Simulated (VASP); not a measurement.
# H18CO9 in VASP: a series of runs, part 2 of 2

VASP 6.6.1. The steps go on from the part before.

## 3. Single point, PBE+D3(BJ)

This run uses another cell than the first one, of 12.22 Å³/atom.

Contents of INCAR:

```
SYSTEM = H18CO9
PREC     = Accurate       ! precision mode
ENCUT    = 520            ! plane-wave cutoff, eV
EDIFF    = 1E-6           ! SCF threshold, eV
ISMEAR   = -1             ! smearing method
SIGMA    = 0.05           ! smearing width, eV
LREAL    = .FALSE.        ! projectors in reciprocal space
LASPH    = .TRUE.         ! aspherical terms in the spheres
NELM     = 120            ! most SCF steps
ALGO     = Normal         ! electronic algorithm
ISIF     = 2              ! what is computed and relaxed
LWAVE    = .FALSE.        ! write WAVECAR
LCHARG   = .FALSE.        ! write CHGCAR
GGA      = PE             ! functional
IVDW     = 12             ! dispersion correction
NBANDS   = 58             ! bands
GGA_COMPAT= .FALSE.
```

Contents of KPOINTS:

```
regular mesh
0
G
  1 1 1
  0 0 0
```

Contents of POSCAR:

```
H18CO9
1.0
    7.0065430000      0.0000000000      0.0000000000
    0.0000000000      7.1501650000      0.0000000000
    0.0000000000      0.0000000000      6.8283800000
O H C
9 18 1
Direct
    0.8561711532      0.6679146565      0.3938269399
    1.0051890069      0.0425444727      0.4904530796
    0.5958716017      0.2103587819      0.2898930639
    0.1702836905      0.4007879538      0.2850895820
    0.3633318171     -0.0996060930      0.6738933686
    0.6933519141      0.6199157642      0.8942970368
    0.1736376984      1.0404375284      1.0495461588
    0.3611481440      0.7931565216      0.2527539475
   -0.0549343663      0.3305797838      0.8025329580
    0.9315007415      0.5650079404      0.3984839742
    0.8908102041      0.7368361429      0.2682920400
    0.9947130846      0.0979278101      0.6138498443
    0.9427616444     -0.1027249022      0.5222615027
    0.6817342019      0.1403603973      0.3631168740
    0.4599986042      0.1873523198      0.3044206679
    0.3017750694      0.4216126481      0.2336132436
    0.1622768889      0.3376565436      0.4017058219
    0.4743423397     -0.0142514194      0.6579598675
    0.2590721273     -0.0643761368      0.5807819717
    0.5738065120      0.6409642295      0.8426303164
    0.6918390424      0.4782966547      0.8995691511
    0.2366930453      1.0589126265      0.9058810435
    0.2012261967      1.1455399980      1.1397432480
    0.3379840815      0.8555187188      0.1425521134
    0.4843900908      0.7680522058      0.2045433910
    0.1434801727      0.4458078939      1.0047185423
    0.2159838311      0.3830121403      0.7625674025
    0.0889597052      0.3999907694      0.8619760470
```

Potentials or basis: VASP PAW PBE potentials, release 64 (O, H, C).

The run is started by

```bash
> cat potpaw_PBE.64/O/POTCAR potpaw_PBE.64/H/POTCAR potpaw_PBE.64/C/POTCAR > POTCAR
> mpirun -np 1 vasp_gam > vasp.out
```

OUTCAR:

```text
SYSTEM = H18CO9
   PREC = Accurate
   ENCUT = 520
   EDIFF = 1E-6
   ISMEAR = -1
   LREAL = .FALSE.
   LASPH = .TRUE.
   NELM = 120
   ISIF = 2
   GGA = PE
   IVDW = 12
 IVDW          = 12

 ion  position               nearest neighbor table
   1  0.856  0.668  0.394-  10 0.91  11 1.02
   2  0.005  0.043  0.490-  12 0.93  13 1.15
   3  0.596  0.210  0.290-  14 0.93  15 0.97
   4  0.170  0.401  0.285-  17 0.92  16 1.00
[... 308 lines left out ...]
  -------------------------------------------------------------------------------------
  Total       4.00563    -0.12393     5.62816    -7.59015    -2.99225     5.94424
  in kB      18.76047    -0.58041    26.35962   -35.54868   -14.01427    27.84001
  external pressure =       14.85 kB  Pullay stress =        0.00 kB

 VOLUME and BASIS-vectors are now :
 -----------------------------------------------------------------------------
  energy-cutoff  :      520.00
  volume of cell :      342.09
      direct lattice vectors                 reciprocal lattice vectors
     7.006543000  0.000000000  0.000000000     0.142723737  0.000000000  0.000000000
     0.000000000  7.150165000  0.000000000     0.000000000  0.139856912  0.000000000
     0.000000000  0.000000000  6.828380000     0.000000000  0.000000000  0.146447620

 POSITION                                       TOTAL-FORCE (eV/Angst)
 -----------------------------------------------------------------------------------
      5.99880      4.77570      2.68920        -2.187797      5.022529     -1.336371
      0.03636      0.30420      3.34900        -1.252443     -4.704738     -0.981850
      4.17500      1.50410      1.97950        -1.524680      2.376892     -2.111566
      1.19310      2.86570      1.94670         0.691488      1.431721     -3.410684
      2.54570      6.43797      4.60160         0.081233      0.895059      0.446568
      4.85800      4.43250      6.10660         2.130812     -2.331087      1.375060
[... 20 lines left out ...]
      1.51330      2.73860      5.20710         0.215565      0.482669     -0.192283
      0.62330      2.86000      5.88590         3.603677     -0.711062     -0.814424
 -----------------------------------------------------------------------------------
    total drift:                                0.000400     -0.000064     -0.000849

  FREE ENERGIE OF THE ION-ELECTRON SYSTEM (eV)
  ---------------------------------------------------
  free  energy   TOTEN  =      -135.8538739173 eV

  energy  without entropy=     -135.8538739173  energy(sigma->0) =     -135.85387392
```

stdout:

```text
POSCAR found type information on POSCAR O H C
 POSCAR found :  3 types and      28 ions
 scaLAPACK will be used
 -----------------------------------------------------------------------------
|                                                                             |
|                                                                             |
|     You have a (more or less) 'large supercell' and for larger cells it     |
|     might be more efficient to use real-space projection operators.         |
|     Therefore, try LREAL= Auto in the INCAR file.                           |
|     Mind: For very accurate calculation, you might also keep the            |
|     reciprocal projection scheme (i.e. LREAL=.FALSE.).                      |
|                                                                             |
 -----------------------------------------------------------------------------

 LDA part: xc-table for (Slater+PW92), standard interpolation
 POSCAR, INCAR and KPOINTS ok, starting setup
 FFT: planning ... GRIDC
 FFT: planning ... GRID_SOFT
 FFT: planning ... GRID
 WAVECAR not read
 entering main loop
```

Run time: 69 s. Hardware: 1 thread of Intel Xeon 8259CL, shared host; peak memory 0.38 GiB.

What came out:

* Free energy: -135.8539 eV
* Pressure: 1.5 GPa
* Largest force: 6.686 eV/Å
* Dispersion energy per atom: -0.030 eV

Forces on the atoms (eV/Å):
```
O   -2.188  5.023 -1.336
O   -1.252 -4.705 -0.982
O   -1.525  2.377 -2.112
O    0.691  1.432 -3.411
O    0.081  0.895  0.447
O    2.131 -2.331  1.375
O    1.139  0.504 -2.858
O    0.712 -2.748  4.154
O   -2.454 -0.269  0.019
H    2.577 -3.290 -0.104
H   -0.331 -1.194  1.427
H   -0.450  1.343  2.236
H    1.470  3.091 -1.241
H    1.037 -1.656  1.514
H    0.675 -0.890  0.584
H   -0.777  0.163  1.397
H    0.410 -1.712  2.737
H   -1.010 -0.653 -0.301
H    0.864 -0.056  0.092
H   -2.874  1.101 -1.430
H    0.614  1.507  0.110
H   -1.041 -0.390  3.170
H   -0.281 -0.237 -0.826
H   -3.134  3.659 -4.636
H    2.675 -1.364  0.682
H   -1.577  0.627  0.300
H    0.216  0.483 -0.192
C    3.604 -0.711 -0.814
```

Caveat: the k points lie up to 0.92 Å⁻¹ apart; the atoms stand as in a frame of molecular dynamics.

## 4. Single point, PBE+D3(BJ)

This run uses another cell than the first one, of 16.84 Å³/atom.

Contents of INCAR:

```
PREC = Accurate
ENCUT = 520
EDIFF = 1E-6
ISMEAR = -1
SIGMA = 0.05
LREAL = False
LASPH = True
NELM = 120
ALGO = Normal
ISIF = 2
LWAVE = False
LCHARG = False
GGA = PE
IVDW = 12
NBANDS = 58
GGA_COMPAT = False
```

Contents of KPOINTS:

```
Automatic mesh
0
Gamma
  1 1 1
```

Contents of POSCAR:

```
H18CO9
1.0
    8.0317100000      0.0000000000      0.0000000000
    0.0000000000      8.0961470000      0.0000000000
    0.0000000000      0.0000000000      7.2505900000
O H C
9 18 1
Direct
    0.9674154072      0.7279882640      0.2620614322
    0.9695942707      0.0114251878      0.5076000712
    0.7072840030      0.0874737082      0.1729238586
    0.1291505794      0.3472886547      0.3465786922
    0.3700706325      0.0212570251      0.6508849625
    0.7293465526      0.6577449742      0.7838120760
    0.2215219424      1.1375534560      1.0694026279
    0.3687259625      0.8187474857      0.2290434296
   -0.0568496622      0.3993134018      0.7482011809
    0.8849672112      0.7411426695      0.3698733482
    0.8975921690      0.7716633604      0.1666622992
    0.8845438892      0.0777777380      0.5144271018
    0.9704533655     -0.0261852953      0.3943403226
    0.6299903756      0.0078802917      0.2206716971
    0.6897161377      0.1853844798      0.2613304572
    0.1933959269      0.4170378823      0.4356886819
    0.0611949386      0.2887546385      0.4372609677
    0.3045802202     -0.0620418577      0.5746704751
    0.4819895141     -0.0230727036      0.6554501082
    0.8178831158      0.7313849415      0.8172438381
    0.7557419279      0.5351557969      0.8158646400
    0.2861532600      1.1448285215      0.9538534106
    0.2288553745      1.0178915971      1.1165712032
    0.2530843370      0.7985279912      0.1834885161
    0.4604249904      0.7716139541      0.1621385294
    0.0716783848      0.5691349231      0.9248350824
    0.1791648354      0.3940392881      0.8098513362
    0.0607840672      0.4605894631      0.8195057230
```

The run is started by

```bash
> cat potpaw_PBE.64/O/POTCAR potpaw_PBE.64/H/POTCAR potpaw_PBE.64/C/POTCAR > POTCAR
> mpirun -np 1 vasp_gam > vasp.out
```

Wall time 100 s (1 thread of Intel Xeon 8259CL, shared host); peak memory 0.43 GiB.

Results (log left out):

- Free energy: -135.8324 eV
- Pressure: 0.2 GPa
- Largest force: 8.184 eV/Å
- Dispersion energy per atom: -0.022 eV

Forces in eV/Å, atoms in the order of the input:
```
O   -1.284  0.276  2.028
O    5.303 -2.062  5.883
O    0.340  2.008  1.361
O    0.490  1.001  1.535
O   -1.073 -1.027 -0.805
O   -1.107 -1.965  0.270
O    0.104 -1.612  0.108
O   -1.198  0.736  0.985
O   -2.654 -0.451 -0.993
H    1.667 -0.522 -1.156
H   -0.318  0.316 -1.027
H   -5.657  4.567  0.739
H    0.357 -2.418 -6.495
H   -0.813 -0.406  0.195
H    0.286 -1.615 -1.541
H   -0.379 -0.435 -1.070
H   -0.081 -0.375 -0.275
H    0.994  1.343  0.925
H    0.136 -0.221  0.001
H    0.675 -0.112  0.220
H    0.254  2.545 -0.643
H   -0.278 -0.712  0.468
H    0.394  2.352 -1.059
H    1.539 -0.638  0.031
H   -0.493 -0.577 -0.868
H   -0.852 -0.566 -1.019
H    0.798  0.036 -0.285
C    2.850  0.536  2.487
```

Stress tensor (GPa, compression positive):
```
 1.26 -1.32  0.34
-1.32 -1.00  0.61
 0.34  0.61  0.41
```

Levels at points of the mesh, in eV from the Fermi level:
```
           k point  band 36  band 37  band 38  band 39  band 40  band 41
(0.00, 0.00, 0.00)    -1.89    -1.62    -1.29     1.85     2.06     4.04
```

Caveat: the k points lie up to 0.87 Å⁻¹ apart; the atoms stand as in a frame of molecular dynamics.

## 5. Single point, PBE+D3(BJ)

This run uses another cell than the first one, of 23.70 Å³/atom.

Contents of INCAR:

```
ALGO = Normal
EDIFF = 1E-6
ENCUT = 520
GGA = PE
GGA_COMPAT = False
ISIF = 2
ISMEAR = -1
IVDW = 12
LASPH = True
LCHARG = False
LREAL = False
LWAVE = False
NBANDS = 58
NELM = 120
PREC = Accurate
SIGMA = 0.05
```

Contents of KPOINTS:

```
k-points
0
Gamma
  1 1 1
```

Contents of POSCAR:

```
H18CO9
1.0
    8.8990230000      0.0000000000      0.0000000000
    0.0000000000      9.0871120000      0.0000000000
    0.0000000000      0.0000000000      8.2071110000
O H C
9 18 1
Direct
    0.9416539321      0.8420056889      0.1884219672
    1.0801747563     -0.0196982276      0.4690322819
    0.7381034974      0.0649601325      0.0601795199
    0.2411500678      0.3066650879      0.4503168045
    0.4639048579      0.0856157600      0.6041711876
    0.6798049629      0.7249277878      0.7664572832
    0.2632985666      1.1724517096      0.9454362199
    0.3131130238      0.7484556149      0.1717900489
   -0.0012136164      0.4749693852      0.7335833523
    0.9853553587      0.8868054009      0.2774057765
    0.8402720164      0.8645651116      0.1983645646
    0.9977275033     -0.0847574015      0.5048548752
    1.0494859941      0.0627372041      0.5647785195
    0.6730401753      0.1518414211      0.0471907837
    0.8132802893      0.0094309391     -0.0011697173
    0.1375544259      0.2642643779      0.4495613621
    0.2714455283      0.2941418572      0.3270578405
    0.4515664248     -0.0139098098      0.6454280928
    0.4105394491      0.1066895621      0.4928774571
    0.6630390774      0.7453853325      0.8723167019
    0.7618139654      0.6622786205      0.7987829091
    0.2499150749      1.0688544391      0.9936505063
    0.1887061085      1.2236781059      1.0346637203
    0.3294856076      0.7006186344      0.2811708042
    0.2001118550      0.7577875127      0.1908832475
    0.1342956412      0.4005563044      0.9124891816
    0.1957293514      0.4261089772      0.6852715895
    0.1124617837      0.4124082547      0.7814077329
```

Potentials or basis: VASP PAW PBE potentials, release 64 (O, H, C).

The run is started by

```bash
> cat potpaw_PBE.64/O/POTCAR potpaw_PBE.64/H/POTCAR potpaw_PBE.64/C/POTCAR > POTCAR
> mpirun -np 1 vasp_gam > vasp.out
```

OUTCAR:

```text
EDIFF = 1E-6
   ENCUT = 520
   GGA = PE
   ISIF = 2
   ISMEAR = -1
   IVDW = 12
   LASPH = True
   LREAL = False
   NELM = 120
   PREC = Accurate
 IVDW          = 12

 ion  position               nearest neighbor table
   1  0.942  0.842  0.188-  10 0.92  11 0.93
   2  0.080  0.980  0.469-  12 0.99  13 1.12
   3  0.738  0.065  0.060-  15 0.98  14 0.98
   4  0.241  0.307  0.450-  16 1.00  17 1.05
   5  0.464  0.086  0.604-  18 0.97  19 1.05
   6  0.680  0.725  0.766-  20 0.90  21 0.96
   7  0.263  0.172  0.945-  22 1.03  23 1.09
   8  0.313  0.748  0.172-  24 1.01  25 1.02
   9  0.999  0.475  0.734-  28 1.22
  10  0.985  0.887  0.277-   1 0.92
  11  0.840  0.865  0.198-   1 0.93
  12  0.998  0.915  0.505-   2 0.99
  13  0.049  0.063  0.565-   2 1.12
  14  0.673  0.152  0.047-   3 0.98
[... 11 lines left out ...]
  26  0.134  0.401  0.912-  28 1.10
  27  0.196  0.426  0.685-  28 1.09
  28  0.112  0.412  0.781-  27 1.09  26 1.10   9 1.22

  LATTYP: Found a simple orthorhombic cell.
 ALAT       =     8.2071110000
[... 215 lines left out ...]
 fundamental gap:      3.0212635946
 Fermi energy:        -3.2936385188

 k-point     1 :       0.0000    0.0000    0.0000
  band No.  band energies     occupation
      1     -25.0804      2.00000
      2     -24.7326      2.00000
      3     -24.5072      2.00000
      4     -24.2803      2.00000
      5     -23.9846      2.00000
      6     -23.5786      2.00000
[... 42 lines left out ...]
     49       2.1628      0.00000
     50       2.4931      0.00000
 [bands above 50 left out]

------------------------ aborting loop because EDIFF is reached ----------------------------------------

 Edisp (eV)   -0.42960

 E8    (eV) :    -0.0888

  FORCE on cell =-STRESS in cart. coord.  units (eV):
  Direction    XX          YY          ZZ          XY          YZ          ZX
  --------------------------------------------------------------------------------------
  -------------------------------------------------------------------------------------
  Total      -1.35380    -5.12941    -5.63525     1.37577     1.02065     2.70052
  in kB      -3.26819   -12.38283   -13.60395     3.32123     2.46394     6.51928
  external pressure =       -9.75 kB  Pullay stress =        0.00 kB

 VOLUME and BASIS-vectors are now :
 -----------------------------------------------------------------------------
  energy-cutoff  :      520.00
  volume of cell :      663.68
      direct lattice vectors                 reciprocal lattice vectors
     8.899023000  0.000000000  0.000000000     0.112371886  0.000000000  0.000000000
     0.000000000  9.087112000  0.000000000     0.000000000  0.110045964  0.000000000
     0.000000000  0.000000000  8.207111000     0.000000000  0.000000000  0.121845556

 POSITION                                       TOTAL-FORCE (eV/Angst)
 -----------------------------------------------------------------------------------
      8.37980      7.65140      1.54640         1.170821     -2.039546     -2.579046
      0.71348      8.90811      3.84940        -1.895226      2.600955      3.594133
      6.56840      0.59030      0.49390        -0.466684     -0.652507      2.007901
      2.14600      2.78670      3.69580        -0.225960     -0.805252     -3.100436
      4.12830      0.77800      4.95850        -0.580925      1.142546     -1.928522
      6.04960      6.58750      6.29040         1.071423     -0.929933     -3.369739
[... 20 lines left out ...]
      1.74180      3.87210      5.62410         1.457105     -1.431557      0.298898
      1.00080      3.74760      6.41310         0.026271      2.874593     -0.943152
 -----------------------------------------------------------------------------------
    total drift:                                0.001002      0.000011     -0.000013

  FREE ENERGIE OF THE ION-ELECTRON SYSTEM (eV)
  ---------------------------------------------------
  free  energy   TOTEN  =      -134.2973847968 eV

  energy  without entropy=     -134.2973847968  energy(sigma->0) =     -134.29738480
```

It took 2.8 min on 1 thread of Intel Xeon 8259CL, shared host; peak memory 0.62 GiB.

What came out:

```
Free energy                : -134.2974 eV
Pressure                   : -1.0 GPa
Largest force              : 5.441 eV/Å
Dispersion energy per atom : -0.015 eV
```

Forces in eV/Å, atoms in the order of the input:
```
O    1.171 -2.040 -2.579
O   -1.895  2.601  3.594
O   -0.467 -0.653  2.008
O   -0.226 -0.805 -3.100
O   -0.581  1.143 -1.929
O    1.071 -0.930 -3.370
O   -2.802 -0.512  3.847
O   -2.132 -0.651  2.122
O   -1.687 -0.428  0.524
H    1.455  1.642  2.225
H   -2.599  0.564  0.130
H    0.339 -0.401 -0.290
H    1.507 -2.356 -2.950
H    1.269 -0.950 -1.336
H   -0.753  1.539 -0.714
H    0.955  0.446 -0.015
H   -0.661  0.403  2.740
H   -0.344 -0.043 -0.725
H    0.984 -1.141  2.790
H   -2.147  2.025  4.571
H    1.140 -1.110 -1.224
H    0.616  1.428 -1.073
H    2.192 -1.227 -2.583
H    0.608  0.503 -1.181
H    1.419  0.146 -1.011
H    0.084 -0.637  0.177
H    1.457 -1.432  0.299
C    0.026  2.875 -0.943
```

Stress tensor (GPa, compression positive):
```
-0.33  0.33  0.65
 0.33 -1.24  0.25
 0.65  0.25 -1.36
```

Levels at points of the mesh, in eV from the Fermi level:
```tsv
k point	band 34	band 35	band 36	band 37	band 38	band 39	band 40	band 41	band 42	band 43
(0.00, 0.00, 0.00)	-2.53	-2.46	-2.41	-1.64	-1.26	1.76	2.04	3.17	3.63	4.09
```

Caveat: the k points lie up to 0.77 Å⁻¹ apart; the atoms stand as in a frame of molecular dynamics.

## 6. The runs side by side

```tsv
cell	pressure (GPa)	largest force (eV/Å)
a = 6.470 Å, 28 atoms, atomic positions A	1.3	6.19
a = 7.007, b = 7.150, c = 6.828 Å, 28 atoms, atomic positions B	1.5	6.69
a = 8.032, b = 8.096, c = 7.251 Å, 28 atoms, atomic positions C	0.2	8.18
a = 8.899, b = 9.087, c = 8.207 Å, 28 atoms, atomic positions D	-1.0	5.44
```

Alike in all rows: task single point; level PBE+D3(BJ); potentials or basis VASP PAW PBE potentials, release 64 (O, H, C); no spin polarisation; k mesh 1 × 1 × 1; cutoff (eV) 520; smearing fermi-dirac 0.05 eV.

Caveats: all runs use coarse meshes; the atoms stand as in a frame of molecular dynamics (at least some runs).

Absolute energies hang on the potentials; compare differences alone.
